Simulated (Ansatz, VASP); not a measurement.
# B: VASP beside Ansatz

```
B
1.0
     1.79720    0.00000    0.00000
    -0.89860    1.55642    0.00000
     0.00000    0.00000    3.26213
B
1
Direct
  0.00000 0.00000 0.00000
```

Alike in both runs: task single point; functional PBEsol; k mesh 36 × 36 × 14; occupations gaussian, width 0.15 eV; no spin polarisation.

|  | VASP | Ansatz |
| --- | --- | --- |
| version | VASP 6.6.1 | Ansatz 0.2.0 |
| potentials or method | VASP PAW PBE potentials, release 64 (B), cutoff 520 eV | scalar-relativistic, plane waves, PAW |
| valence electrons in the cell | 3 | 3 |

```tsv
	VASP	Ansatz	Ansatz less VASP
gap on the k mesh at the Fermi level (eV)	none	none	-
pressure (GPa)	-23.2	-23.3	-0.07
traceless stress, the component that is largest in VASP (GPa)	25.80	25.92	+0.112
```

VASP's potentials were made for PBE, not for PBEsol. A gap of «none» marks a metal or a gap that the smearing closes. With one functional, cell and mesh, what is left measures potentials, basis and numerics.
